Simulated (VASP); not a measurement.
Set up this calculation in VASP 6.6.1, as the native input.

```yaml
Task: single point
Functional: PBE
Potentials_or_basis: VASP PAW PBE potentials, release 64 (W_sv, C)
Cutoff: 520 eV
k_mesh: 9 × 9 × 1
Occupations: gaussian, width 0.1 eV
Spin: no spin polarisation
Dipole_correction: yes
Further_INCAR_settings: ALGO = Normal; EDIFF = 1e-07; NBANDS = 31
```

The structure of W3C lies in POSCAR:

```
W3C
1.0
    2.8545944806      0.0000000000      0.0000000000
   -1.4272972403      2.4721513377      0.0000000000
    0.0000000000      0.0000000000     21.6971108210
W C
3 1
Direct
    0.6666666667      0.3333333333      0.1843563428
    0.3333333333      0.6666666667      0.2926027619
    0.0000000000      0.0000000000      0.4008418859
    0.2222222222     -0.2222222222      0.5358829070
```

One way to write it, as run:

INCAR

```
  ALGO = Normal
  DIPOL = 0.5 0.5 0.353
  EDIFF = 1E-7
  ENCUT = 520
  GGA = PE
  IDIPOL = 3
  ISIF = 2
  ISMEAR = 0
  LASPH = True
  LCHARG = False
  LDIPOL = True
  LREAL = False
  LWAVE = False
  NBANDS = 31
  NELM = 60
  PREC = Accurate
  SIGMA = 0.1
```

KPOINTS

```
k-points
0
Gamma
  9 9 1
```

Potentials or basis: VASP PAW PBE potentials, release 64 (W_sv, C).

The run is started by

```sh
$ cat potpaw_PBE.64/W_sv/POTCAR potpaw_PBE.64/C/POTCAR > POTCAR
$ mpirun -np 1 vasp_std > vasp.out
```

It gave:

The largest force is 1.621 eV/Å and the band gap on the k mesh is zero (band 23 reaches 0.51 eV, above the bottom of band 24 at -0.36 eV).

Caveat: spin-orbit coupling is left out, which moves the levels of the heavy elements.

It took 2.4 min on 1 thread of Intel(R) Xeon(R) 6975P-C (Granite Rapids), on a shared host, peak memory 0.34 GiB.
